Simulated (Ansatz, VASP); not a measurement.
## In: VASP beside Ansatz

Contents of INCAR:

```
PREC = Accurate ; ENCUT = 520
EDIFF = 1E-6 ; ISMEAR = 0
SIGMA = 0.1 ; LREAL = F
LASPH = T ; NELM = 60
ALGO = Fast ; ISIF = 2
LWAVE = F ; LCHARG = T
GGA = PE ; LELF = T
LVHAR = T ; NBANDS = 20
```

File KPOINTS:

```
Automatic mesh
0
Gamma
  6 6 4
```

Contents of POSCAR:

```
In
1.0
    3.4767072400      0.0000000000      0.0000000000
    0.0000000000      3.4767072400      0.0000000000
    0.0000000000      0.0000000000      4.8804061300
In
2
Direct
    0.0000000000      0.5000000000      0.9507065300
    0.5000000000      0.0000000000      0.0492934700
```

Input for Ansatz:

```yaml
crystal:
  lattice:
    - [3.47670724, 0.0, 0.0]
    - [0.0, 3.47670724, 0.0]
    - [0.0, 0.0, 4.88040613]
  atoms:
    - { symbol: In, position: [0.0, 0.5, 0.95070653] }
    - { symbol: In, position: [0.5, 0.0, 0.04929347] }
basis:
  ecutwfc: 420
kpoints:
  mp_grid: { grid: [6, 6, 4] }
hamiltonian:
  xc: pbe
scf:
  occupations: { method: gaussian, width: 0.1 }
  lower_state_search: "off"
output:
  forces: true
  stress: true
  eigenvalues: true
```

Alike in both runs: task single point; functional PBE; k mesh 6 × 6 × 4; occupations gaussian, width 0.1 eV; no spin polarisation.

|  | VASP | Ansatz |
| --- | --- | --- |
| version | VASP 6.6.1 | Ansatz 0.2.0 |
| potentials or method | VASP PAW PBE potentials, release 64 (In_d), cutoff 520 eV | scalar-relativistic, plane waves, PAW |
| valence electrons in the cell | 26 | 26 |

```tsv
	VASP	Ansatz	Ansatz less VASP
gap on the k mesh at the Fermi level (eV)	none	none	-
rms of the force components (eV/Å)	1.139	1.136	-0.0038
```

Atom by atom the forces differ by 0.004 eV/Å (rms over components). A gap of «none» marks a metal or a gap that the smearing closes. The functional is the same, so the differences come from potentials, cutoffs and numerics.
